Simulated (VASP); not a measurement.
Input of a VASP 6.6.1 run:

INCAR

```
PREC = Accurate
ENCUT = 600
EDIFF = 1E-6
ISMEAR = 0
SIGMA = 0.1
LREAL = F
LASPH = T
NELM = 100
ALGO = Normal
ISIF = 3
LWAVE = F
LCHARG = F
GGA = PE
IBRION = 2
NSW = 100
EDIFFG = -0.01
```

Contents of KPOINTS:

```
regular mesh
0
Gamma
  20 20 16
```

Contents of POSCAR:

```
NiO
1.0
    2.8002854162      0.0000000000      0.0000000000
    0.0000000000      2.8002854162      0.0000000000
    0.0000000000      0.0000000000      3.3604621385
Ni O
1 1
Direct
    0.0000000000      0.0000000000      0.5000000000
    0.0000000000      0.0000000000      0.0000000000
```

Potentials or basis: VASP PAW PBE potentials, release 64 (Ni, O).

The run is started by

```sh
$ cat potpaw_PBE.64/Ni/POTCAR potpaw_PBE.64/O/POTCAR > POTCAR
$ mpirun -np 1 vasp_std > vasp.out
```

Q: Predict the relaxed cell.

A: a = 2.831 Å, b = 2.831 Å, c = 3.358 Å, α = 90.00°, β = 90.00°, γ = 90.00°.

Q: What does it give for the relaxed volume?

A: 13.46 Å³/atom.

Q: Estimate the band gap on the k mesh.

A: Zero (bands 8 and 9 overlap by 2.06 eV).

Q: Estimate the space group after relaxing (to 0.1 Å).

A: P4/mmm (No. 123).

Final structure:
```xyz
2
Lattice="2.8313 0.0000 0.0000 0.0000 2.8313 0.0000 0.0000 0.0000 3.3578" Properties=species:S:1:pos:R:3 pbc="T T T"
Ni    0.0000    2.8313    1.6789
O     0.0000    0.0000    0.0000
```

Caveat: the run has no spin polarisation, though such a crystal can be magnetic; semilocal functionals often make such compounds metallic where correlation or magnetic order opens a gap, which also shifts bond lengths. With open d or f shells a metallic result of PBE can be an artefact of self-interaction; +U or a hybrid may open a gap.
